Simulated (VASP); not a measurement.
# InSb (I-4m2) in VASP: notebook

The runs below take InSb through single point, with PBEsol.

All numbers are computed with VASP 6.6.1; they aren't measurements. Logs are shortened: lines on timing, memory, paths and dates and some standing lists are left out, and cuts for length are marked.

## (1) The cell of the first run

The structure is tetragonal, space group I-4m2 (No. 119). Conventional cell: a = 4.581 Å, b = 4.581 Å, c = 6.511 Å, α = 90.00°, β = 90.00°, γ = 90.00°. In (site symmetry -4m2) has 4 Sb at 2.81 Å within 3.7 Å. Sb (site symmetry -4m2) has 4 In at 2.81 Å within 3.7 Å.

## (2) Single point, PBEsol (strain +0.0050 x Voigt [0, 0, 1, 0, 0, 0])

Contents of INCAR:

```
SYSTEM = InSb
ALGO     = Normal         ! electronic algorithm
EDIFF    = 1E-6           ! SCF threshold, eV
ENCUT    = 520            ! plane-wave cutoff, eV
GGA      = PS             ! functional
ISIF     = 2              ! what is computed and relaxed
ISMEAR   = 0              ! smearing method
LASPH    = .TRUE.         ! aspherical terms in the spheres
LCHARG   = .TRUE.         ! write CHGCAR
LELF     = .TRUE.         ! ELF
LREAL    = .FALSE.        ! projectors in reciprocal space
LVHAR    = .TRUE.       
LWAVE    = .FALSE.        ! write WAVECAR
NBANDS   = 16             ! bands
NELM     = 60             ! most SCF steps
PREC     = Accurate       ! precision mode
SIGMA    = 0.15           ! smearing width, eV
```

Contents of KPOINTS:

```
k-points
0
G
  12 12 12
  0 0 0
```

Contents of POSCAR:

```
InSb
1.0
    0.0000000000      3.2391000000      3.2552955000
    3.2391000000      0.0000000000      3.2552955000
    3.2391000000      3.2391000000      0.0000000000
In Sb
1 1
Direct
    0.0000000000      0.0000000000      0.0000000000
    0.7500000000      0.7500000000      0.7500000000
```

Potentials or basis: VASP PAW PBE potentials, release 64 (In_d, Sb).

Command:

```bash
cat potpaw_PBE.64/In_d/POTCAR potpaw_PBE.64/Sb/POTCAR > POTCAR
mpirun -np 1 vasp_std > vasp.out
```

OUTCAR:

```text
SYSTEM = InSb
   EDIFF = 1E-6
   ENCUT = 520
   GGA = PS
   ISIF = 2
   ISMEAR = 0
   LASPH = .TRUE.
   LREAL = .FALSE.
   NELM = 60
   PREC = Accurate

 ion  position               nearest neighbor table
   1  0.000  0.000  0.000-   2 2.81   2 2.81   2 2.81   2 2.81
   2  0.750  0.750  0.750-   1 2.81   1 2.81   1 2.81   1 2.81

  LATTYP: Found a body centered tetragonal cell.
 ALAT       =     4.5807791499
 C/A-ratio  =     1.4212846302

  Lattice vectors:

 A1 = (  -3.2391000000,   0.0000000000,   3.2552955000)
 A2 = (   3.2391000000,   0.0000000000,   3.2552955000)
 A3 = (   0.0000000000,   3.2391000000,  -3.2552955000)

Analysis of symmetry for initial positions (statically):
=====================================================================
 Subroutine PRICEL returns:
 Original cell was already a primitive cell.

 Routine SETGRP: Setting up the symmetry group for a
 body centered tetragonal supercell.

 Subroutine GETGRP returns: Found  8 space group operations
 (whereof  8 operations were pure point group operations)
 out of a pool of 16 trial point group operations.

The static configuration has the point symmetry D_2d.

Analysis of symmetry for dynamics (positions and initial velocities):
=====================================================================
 Subroutine PRICEL returns:
 Original cell was already a primitive cell.

 Routine SETGRP: Setting up the symmetry group for a
 body centered tetragonal supercell.

 Subroutine GETGRP returns: Found  8 space group operations
 (whereof  8 operations were pure point group operations)
 out of a pool of 16 trial point group operations.

The dynamic configuration has the point symmetry D_2d.

 Subroutine INISYM returns: Found  8 space group operations
 (whereof  8 operations are pure point group operations),
 and found     1 'primitive' translations

----------------------------------------------------------------------------------------

                                     Primitive cell

  volume of cell :      68.3076

  direct lattice vectors                    reciprocal lattice vectors
     0.000000000  3.239100000  3.255295500    -0.154363867  0.154363867  0.153595887
     3.239100000  0.000000000  3.255295500     0.154363867 -0.154363867  0.153595887
     3.239100000  3.239100000  0.000000000     0.154363867  0.154363867 -0.153595887

  length of vectors
     4.592245377  4.592245377  4.580779150     0.266923403  0.266923403  0.266923403

  position of ions in fractional coordinates (direct lattice)
     0.000000000  0.000000000  0.000000000
     0.750000000  0.750000000  0.750000000

  ion indices of the primitive-cell ions
   primitive index   ion index
                 1           1
                 2           2

----------------------------------------------------------------------------------------

 KPOINTS: k-points

Automatic generation of k-mesh.
 Grid dimensions read from file:
 generate k-points for:   12   12   12

 Generating k-lattice:

  Cartesian coordinates                     Fractional coordinates (reciprocal lattice)
    -0.012863656  0.012863656  0.012799657     0.083333333  0.000000000  0.000000000
     0.012863656 -0.012863656  0.012799657     0.000000000  0.083333333  0.000000000
     0.012863656  0.012863656 -0.012799657     0.000000000  0.000000000  0.083333333

  Length of vectors
     0.022243617  0.022243617  0.022243617

  Shift w.r.t. Gamma in fractional coordinates (k-lattice)
     0.000000000  0.000000000  0.000000000

 Subroutine IBZKPT returns following result:
 ===========================================

 Found    163 irreducible k-points:

 Following reciprocal coordinates:
            Coordinates               Weight
  0.000000  0.000000  0.000000      1.000000
  0.083333  0.000000  0.000000      8.000000
  0.166667  0.000000  0.000000      8.000000
  0.250000  0.000000  0.000000      8.000000
  0.333333 -0.000000  0.000000      8.000000
  0.416667  0.000000  0.000000      8.000000
[... 16 lines left out ...]
  0.500000  0.166667  0.000000      8.000000
 -0.416667  0.166667  0.000000      8.000000
 [... further k-points ...]
   k-points           NKPTS =    163   k-points in BZ     NKDIM =    163   number of bands    NBANDS=     16
   number of dos      NEDOS =    301   number of ions     NIONS =      2
   total plane-waves  NPLWV =  46656
   dimension x,y,z NGX =    36 NGY =   36 NGZ =   36
   dimension x,y,z NGXF=    72 NGYF=   72 NGZF=   72
   ions per type =               1   1
   NGX,Y,Z   is equivalent  to a cutoff of  13.03, 13.03, 13.07 a.u.
   NGXF,Y,Z  is equivalent  to a cutoff of  26.07, 26.07, 26.13 a.u.
 SYSTEM =  InSb
   PREC   = accura    normal or accurate (medium, high low for compatibility)
   ISTART =      0    job   : 0-new  1-cont  2-samecut
   ICHARG =      2    charge: 1-file 2-atom 10-const
   ISPIN  =      1    spin polarized calculation?
   LNONCOLLINEAR =      F non collinear calculations
   LSORBIT =      F    spin-orbit coupling
   LASPH  =      T    aspherical Exc in radial PAW
   ENCUT  =  520.0 eV  38.22 Ry    6.18 a.u.   8.54  8.54  8.52*2*pi/ulx,y,z
   NELM   =     60;   NELMIN=  2; NELMDL= -5     # of ELM steps
   EDIFF  = 0.1E-05   stopping-criterion for ELM
   LREAL  =      F    real-space projection
   EDIFFG = 0.1E-04   stopping-criterion for IOM
   NSW    =      0    number of steps for IOM
   IBRION =     -1    ionic relax: 0-MD 1-quasi-New 2-CG
   NFREE  =      0    steps in history (QN), initial steepest desc. (CG)
   ISIF   =      2    stress and relaxation
   ISYM   =      2    0-nonsym 1-usesym 2-fastsym
   POTIM  = 0.5000    time-step for ionic-motion
   TEBEG  =    0.0;   TEEND  =   0.0 temperature during run
   PSTRESS=    0.0 pullay stress
   NELECT =      18.0000    total number of electrons
   NUPDOWN=      -1.0000    fix difference up-down
   EMIN   =  10.00;   EMAX   =-10.00  energy-range for DOS
   EFERMI =   0.00;   METHOD = LEGACY
   ISMEAR =     0;   SIGMA  =   0.15  broadening in eV -4-tet -1-fermi 0-gaus
   EFERMI_NEDOS =   21; number of points for ismear=-14 and -15
   IALGO  =     38    algorithm
   IMIX   =      4    mixing-type and parameters
     AMIX     =   0.40;   BMIX     =  1.00
     AMIX_MAG =   1.60;   BMIX_MAG =  1.00
  volume/ion in A,a.u.               =      34.15       230.48
  Fermi-wavevector in a.u.,A,eV,Ry     =   1.049565  1.983390 14.987993  1.101586
  Thomas-Fermi vector in A             =   2.184533
   LORBIT       =      0    0 simple, 1 ext, 2 COOP (PROOUT), +10 PAW based schemes
   GGA     = PS    functional components
   LHFCALC =     F    Hartree Fock is set to
   AEXX    =    0.0000 exact exchange contribution
   IVDW    =     0    specifies the selected vdW correction
   LEPSILON=     F    determine dielectric tensor
   LRPA    =     F    only Hartree local field effects (RPA)
 non-spin polarized calculation
 Gauss-broadening in eV      SIGMA  =   0.15
  energy-cutoff  :      520.00
  volume of cell :       68.31
 maximum number of plane-waves:      1860
 NGX is ok and might be reduce to    36
   NGX = 17   NGY = 17   NGZ = 17

 number of electron      17.9999993 magnetization

 Free energy of the ion-electron system (eV)
  ---------------------------------------------------
  ext. energy  EPLUGINS =         0.00000000
  ---------------------------------------------------
  free energy    TOTEN  =        -7.69868442 eV

  energy without entropy =       -7.69843080  energy(sigma->0) =       -7.69855761

 E-fermi :   5.0266     XC(G=0):  -8.8497

 val. band max:        4.9213508384   @ k =   0.0000   0.0000   0.0000
 cond. band min:       5.3762263999   @ k =   0.5000   0.0000   0.0000
 fundamental gap:      0.4548755615
 Fermi energy:         5.0266056247

 k-point     1 :       0.0000    0.0000    0.0000
  band No.  band energies     occupation
      1      -9.6182      2.00000
      2      -9.6172      2.00000
      3      -9.6172      2.00000
      4      -9.5325      2.00000
      5      -9.5319      2.00000
      6      -5.8070      2.00000
[... 8 lines left out ...]
     15      13.1509      0.00000
     16      13.2267      0.00000

 k-point     2 :       0.0833    0.0000    0.0000
  band No.  band energies     occupation
      1      -9.6209      2.00000
      2      -9.6164      2.00000
      3      -9.6158      2.00000
      4      -9.5327      2.00000
      5      -9.5321      2.00000
      6      -5.7437      2.00000
[... 8 lines left out ...]
     15      12.5987      0.00000
     16      12.6574      0.00000

 k-point     3 :       0.1667    0.0000    0.0000
  band No.  band energies     occupation
      1      -9.6299      2.00000
      2      -9.6125      2.00000
      3      -9.6119      2.00000
      4      -9.5329      2.00000
      5      -9.5322      2.00000
      6      -5.5586      2.00000
[... 8 lines left out ...]
     15      12.1684      0.00000
     16      12.2086      0.00000

 k-point     4 :       0.2500    0.0000    0.0000
  band No.  band energies     occupation
      1      -9.6421      2.00000
      2      -9.6074      2.00000
      3      -9.6068      2.00000
      4      -9.5329      2.00000
      5      -9.5321      2.00000
      6      -5.2691      2.00000
[... 8 lines left out ...]
     15      12.1514      0.00000
     16      12.1683      0.00000
[... 324 lines left out ...]
 k-point    22 :       0.4167    0.1667    0.0000
  band No.  band energies     occupation
      1      -9.6676      2.00000
      2      -9.5960      2.00000
      3      -9.5929      2.00000
      4      -9.5374      2.00000
      5      -9.5289      2.00000
      6      -4.6076      2.00000
[... 8 lines left out ...]
     15      13.4255      0.00000
     16      14.1130      0.00000

 k-point    23 :       0.5000    0.1667    0.0000
  band No.  band energies     occupation
      1      -9.6717      2.00000
      2      -9.5949      2.00000
      3      -9.5916      2.00000
      4      -9.5354      2.00000
      5      -9.5298      2.00000
      6      -4.3352      2.00000
[... 8 lines left out ...]
     15      13.8106      0.00000
     16      14.1403      0.00000

 k-point    24 :      -0.4167    0.1667    0.0000
  band No.  band energies     occupation
      1      -9.6713      2.00000
      2      -9.5950      2.00000
      3      -9.5926      2.00000
      4      -9.5332      2.00000
      5      -9.5317      2.00000
      6      -4.2904      2.00000
[... 8 lines left out ...]
     15      13.1144      0.00000
     16      13.3648      0.00000

 [... further k-points ...]

------------------------ aborting loop because EDIFF is reached ----------------------------------------

  FORCE on cell =-STRESS in cart. coord.  units (eV):
  Direction    XX          YY          ZZ          XY          YZ          ZX
  --------------------------------------------------------------------------------------
  -------------------------------------------------------------------------------------
  Total        0.2876174      0.2876174      0.2285604      0.0000000      0.0000000      0.0000000
  in kB        6.7461594      6.7461594      5.3609579      0.0000000      0.0000000      0.0000000
  external PRESSURE =       6.2844256 kB  Pullay stress =       0.0000000 kB

 VOLUME and BASIS-vectors are now :
 -----------------------------------------------------------------------------
  energy-cutoff  :      520.00
  volume of cell :       68.31
      direct lattice vectors                 reciprocal lattice vectors
     0.000000000  3.239100000  3.255295500    -0.154363867  0.154363867  0.153595887
     3.239100000  0.000000000  3.255295500     0.154363867 -0.154363867  0.153595887
     3.239100000  3.239100000  0.000000000     0.154363867  0.154363867 -0.153595887

 POSITION                                       TOTAL-FORCE (eV/Angst)
 -----------------------------------------------------------------------------------
      0.00000      0.00000      0.00000         0.000000      0.000000     -0.000000
      4.85865      4.85865      4.88294        -0.000000     -0.000000      0.000000
 -----------------------------------------------------------------------------------
    total drift:                               -0.000000     -0.000000      0.000000

  FREE ENERGIE OF THE ION-ELECTRON SYSTEM (eV)
  ---------------------------------------------------
  free  energy   TOTEN  =        -7.6986844218 eV

  energy  without entropy=       -7.6984307988  energy(sigma->0) =       -7.69855761
```

Run time: 1.8 min. Hardware: 1 thread of Intel Xeon 6975P-C (Granite Rapids), shared host; peak memory 0.33 GiB.

What came out:

| Property | Result |
| --- | --- |
| Free energy | -7.6987 eV |
| Pressure | 0.6 GPa |
| Band gap on the k mesh | zero (filled and empty bands touch) |

Stress tensor (GPa, compression positive):
```
0.67 0.00 0.00
0.00 0.67 0.00
0.00 0.00 0.54
```

Levels at points of the mesh, in eV from the Fermi level:
```tsv
k point	band 7	band 8	band 9	band 10	band 11	band 12
(0.00, 0.00, 0.00)	-0.40	-0.13	-0.11	-0.11	2.81	2.81
(0.50, 0.00, 0.00)	-5.75	-1.14	-1.10	0.35	3.65	3.68
(0.50, 0.50, 0.00)	-6.06	-2.36	-2.36	1.17	1.18	7.98
(0.50, 0.00, 0.50)	-6.04	-2.39	-2.38	1.14	1.14	7.97
```

Caveat: the cell differs from its parent crystal (strain +0.0050 x Voigt [0, 0, 1, 0, 0, 0]); semilocal functionals underestimate gaps, so a narrow gap can read as zero; the PAW data sets were made with another functional, which shifts forces and pressure a little; spin-orbit coupling is left out, which moves the levels of the heavy elements.

## (3) Single point, PBEsol (strain +0.0150 x Voigt [0, 0, 1, 0, 0, 0])

Contents of INCAR:

```
SYSTEM = InSb
ALGO = Normal ; EDIFF = 1E-6
ENCUT = 520 ; GGA = PS
ISIF = 2 ; ISMEAR = 0
LASPH = .TRUE. ; LCHARG = .FALSE.
LREAL = .FALSE. ; LWAVE = .FALSE.
NBANDS = 16 ; NELM = 100
PREC = Accurate ; SIGMA = 0.15
```

KPOINTS is that of step 2.

Contents of POSCAR:

```
InSb
1.0
    0.0000000000      3.2391000000      3.2876865000
    3.2391000000      0.0000000000      3.2876865000
    3.2391000000      3.2391000000      0.0000000000
In Sb
1 1
Direct
    0.0000000000      0.0000000000      0.0000000000
    0.7500000000      0.7500000000      0.7500000000
```

Potentials or basis: VASP PAW PBE potentials, release 64 (In_d, Sb).

Command:

```bash
cat potpaw_PBE.64/In_d/POTCAR potpaw_PBE.64/Sb/POTCAR > POTCAR
mpirun -np 1 vasp_std > vasp.out
```

It took 2.3 min on 1 thread of Intel Xeon 6975P-C (Granite Rapids), shared host; peak memory 0.32 GiB.

It converged, with:

* Free energy: -7.6997 eV
* Pressure: 0.2 GPa
* Band gap on the k mesh: zero (filled and empty bands touch)

Stress tensor (GPa, compression positive):
```
 0.32  0.00  0.00
 0.00  0.32  0.00
 0.00  0.00 -0.10
```

Levels at points of the mesh, in eV from the Fermi level:
```tsv
k point	band 5	band 6	band 7	band 8	band 9	band 10	band 11	band 12	band 13	band 14
(0.00, 0.00, 0.00)	-14.55	-10.78	-0.46	-0.17	-0.10	-0.10	2.80	2.80	2.84	5.43
(0.50, 0.00, 0.00)	-14.54	-9.44	-5.71	-1.16	-1.06	0.32	3.62	3.69	5.85	7.97
(0.50, 0.50, 0.00)	-14.54	-8.87	-6.05	-2.30	-2.30	1.21	1.23	7.91	7.91	8.44
(0.50, 0.00, 0.50)	-14.54	-8.83	-5.98	-2.38	-2.37	1.12	1.14	7.88	7.94	8.52
```

Caveat: the cell differs from its parent crystal (strain +0.0150 x Voigt [0, 0, 1, 0, 0, 0]); semilocal functionals underestimate gaps, so a narrow gap can read as zero; the PAW data sets were made with another functional, which shifts forces and pressure a little; spin-orbit coupling is left out, which moves the levels of the heavy elements.
